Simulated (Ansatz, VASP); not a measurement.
**One calculation of Na2H, two programs**

The input INCAR:

```
  ALGO = Normal
  EDIFF = 1E-7
  EDIFFG = -0.01
  ENCUT = 600
  GGA = PE
  IBRION = 2
  ISIF = 3
  ISMEAR = 0
  LASPH = T
  LCHARG = F
  LREAL = F
  LWAVE = F
  NELM = 80
  NSW = 100
  PREC = Accurate
  SIGMA = 0.1
```

File KPOINTS:

```
k-points
0
Gamma
  14 14 14
```

The input POSCAR:

```
Na2H
1.0
   -2.3157418662      2.3157418662      3.9131006253
    2.3157418662     -2.3157418662      3.9131006253
    2.3157418662      2.3157418662     -3.9131006253
Na H
2 1
Direct
    0.5000000000      0.0000000000      0.5000000000
    0.0000000000      0.5000000000      0.5000000000
    0.0000000000      0.0000000000      0.0000000000
```

Input for Ansatz:

```yaml
crystal:
  lattice:
    - [-2.3157418662, 2.3157418662, 3.9131006253]
    - [2.3157418662, -2.3157418662, 3.9131006253]
    - [2.3157418662, 2.3157418662, -3.9131006253]
  atoms:
    - { symbol: Na, position: [0.5, 0.0, 0.5] }
    - { symbol: Na, position: [0.0, 0.5, 0.5] }
    - { symbol: H, position: [0.0, 0.0, 0.0] }
basis:
  ecutwfc: 420
kpoints:
  mp_grid: { grid: [14, 14, 14] }
hamiltonian:
  xc: pbe
scf:
  occupations: { method: gaussian, width: 0.1 }
output:
  forces: true
  stress: true
  eigenvalues: true
  write_density: true
  write_potential: true
  elf: true
  volumetric_format: npy
relax:
  adjacent_minimum: "off"
  f_tol: 0.01
  max_steps: 80
  cell: { stress_tol: 0.05 }
```

Alike in both runs: task relaxation of cell and atoms; functional PBE; k mesh 14 × 14 × 14; occupations gaussian, width 0.1 eV; no spin polarisation.

|  | VASP | Ansatz |
| --- | --- | --- |
| version | VASP 6.6.1 | Ansatz 0.2.0 |
| potentials or method | VASP PAW PBE potentials, release 64 (Na_pv, H), cutoff 600 eV | scalar-relativistic, plane waves, PAW |
| valence electrons in the cell | 15 | 19 |

```csv
,VASP,Ansatz,Ansatz less VASP
"gap on the k mesh at the Fermi level, each at its own relaxed structure (eV)",none,none,-
relaxed volume (Å³/atom),27.98,27.98,0.000
relaxed cell length with the largest relative difference (Å),5.103,5.103,0.0000
```

A gap of «none» marks a metal or a gap that the smearing closes. VASP's potentials hold 15 valence electrons a cell and Ansatz's 19, so a difference there can come from the potentials and not from the codes.

Noted on VASP's run: the relaxation stopped at its first step, so nothing moved.
